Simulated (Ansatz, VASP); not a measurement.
**Two plane-wave programs on TaN**

INCAR

```
PREC     = Accurate       # precision mode
ENCUT    = 520            # plane-wave cutoff, eV
EDIFF    = 1E-6           # SCF threshold, eV
ISMEAR   = 0              # smearing method
SIGMA    = 0.1            # smearing width, eV
LREAL    = F              # projectors in reciprocal space
LASPH    = T              # aspherical terms in the spheres
NELM     = 150            # most SCF steps
ALGO     = Normal         # electronic algorithm
ISIF     = 2              # what is computed and relaxed
LWAVE    = F              # write WAVECAR
LCHARG   = T              # write CHGCAR
ISPIN    = 2              # spin polarisation
MAGMOM   = 1 0            # initial moments
LORBIT   = 11             # projections on sites
LMAXMIX  = 4              # l up to which the mixer works
GGA      = PE             # functional
LELF     = T              # ELF
LVHAR    = T            
NBANDS   = 19             # bands
```

Contents of KPOINTS:

```
regular mesh
0
Gamma
  6 6 6
```

The input POSCAR:

```
TaN
1.0
    2.9379987900      0.0000000000      0.0000000000
   -1.4689994000      2.5443815900      0.0000000000
    0.0000000000      0.0000000000      2.8829999000
Ta N
1 1
Direct
    0.3333333300      0.6666666700      0.5000000000
    0.0000000000      0.0000000000      0.0000000000
```

Input for Ansatz:

```yaml
crystal:
  lattice:
    - [2.93799879, 0.0, 0.0]
    - [-1.4689994, 2.54438159, 0.0]
    - [0.0, 0.0, 2.8829999]
  atoms:
    - { symbol: Ta, position: [0.33333333, 0.66666667, 0.5], spin: 1.0 }
    - { symbol: "N", position: [0.0, 0.0, 0.0] }
basis:
  ecutwfc: 420
kpoints:
  mp_grid: { grid: [6, 6, 6] }
hamiltonian:
  xc: pbe
scf:
  occupations: { method: gaussian, width: 0.1 }
  lower_state_search: "off"
output:
  forces: true
  stress: true
  eigenvalues: true
  populations: true
magnetization:
  spin_polarized: true
```

Alike in both runs: task single point; functional PBE; k mesh 6 × 6 × 6; occupations gaussian, width 0.1 eV; collinear spin.

|  | VASP | Ansatz |
| --- | --- | --- |
| version | VASP 6.6.1 | Ansatz 0.2.0 |
| potentials or method | VASP PAW PBE potentials, release 64 (Ta_pv, N), cutoff 520 eV | scalar-relativistic, plane waves, PAW |
| valence electrons in the cell | 16 | 18 |

```tsv
	VASP	Ansatz	Ansatz less VASP
gap on the k mesh at the Fermi level (eV)	none	none	-
pressure (GPa)	5.4	4.7	-0.72
traceless stress, the component that is largest in VASP (GPa)	0.78	0.66	-0.122
net moment per atom (μB)	0.00	0.00	0.000
```

A gap of «none» marks a metal or a gap that the smearing closes. The functional is the same, so the differences come from potentials, cutoffs and numerics. VASP's potentials hold 16 valence electrons a cell and Ansatz's 18, so a difference there can come from the potentials and not from the codes. Ansatz's warnings: seeded moment not kept.

The k mesh is coarse, so the values compare programs but aren't converged. Spin-orbit coupling is off throughout.
